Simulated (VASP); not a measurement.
# C: single point with PBE

Crystal: C.

```
CELL_PARAMETERS angstrom
2.55326 0.00000 0.00000
-1.27663 2.16783 0.00000
0.00000 0.00000 4.16887
ATOMIC_POSITIONS crystal
C 0.33318 0.66637 0.00020
C 0.66682 0.33363 0.50020
C 0.33318 0.66637 0.37480
C 0.66682 0.33363 0.87480
```

This cell differs from its parent crystal: uniaxial x strain +2.0%.

* Program: VASP 6.6.1
* Task: single point
* Functional: PBE
* Potentials or basis: VASP PAW PBE potentials, release 64 (C)
* Cutoff: 520 eV
* k mesh: 12 × 12 × 6
* Occupations: fermi-dirac, width 0.02 eV
* Spin: no spin polarisation
* Dipole correction: no
* Further INCAR settings: ALGO = Normal; EDIFF = 1e-07; NBANDS = 16

```json
{
  "Pressure": "-3.6 GPa",
  "Largest force": "0.021 eV/Å",
  "Band gap on the k mesh": "3.33 eV (least direct gap 4.62 eV)"
}
```

Forces on the atoms (eV/Å):
```
C    0.000 -0.021 -0.002
C    0.000  0.021 -0.002
C    0.000 -0.021  0.002
C    0.000  0.021  0.002
```

Stress tensor (GPa, compression positive):
```
-17.84   0.00   0.00
  0.00   3.08   0.00
  0.00   0.00   3.92
```

Levels at points of the mesh, in eV from the valence-band top:
| k point | band 6 | band 7 | band 8 | band 9 | band 10 | band 11 |
| --- | --- | --- | --- | --- | --- | --- |
| (0.00, 0.00, 0.00) | -0.52 | -0.11 | 0.00 | 4.62 | 4.88 | 5.49 |
| (0.50, 0.00, 0.00) | -6.37 | -5.92 | -3.00 | 4.47 | 8.06 | 8.17 |
| (0.00, 0.50, 0.00) | -6.71 | -5.92 | -3.31 | 3.85 | 7.93 | 7.96 |
| (0.00, 0.00, 0.50) | -2.01 | -1.87 | -1.87 | 6.92 | 6.92 | 6.98 |
| (0.50, 0.00, 0.50) | -5.01 | -4.76 | -4.76 | 5.88 | 5.88 | 6.50 |
| (0.00, 0.50, 0.50) | -5.32 | -4.71 | -4.71 | 5.30 | 5.30 | 6.63 |

It took 51 s on 1 thread of Intel Xeon 8259CL, on a shared host, peak memory 0.16 GiB.

Caveat: the cell differs from its parent crystal (uniaxial x strain +2.0%); the cell stands under tension. A k mesh can miss the band edges.
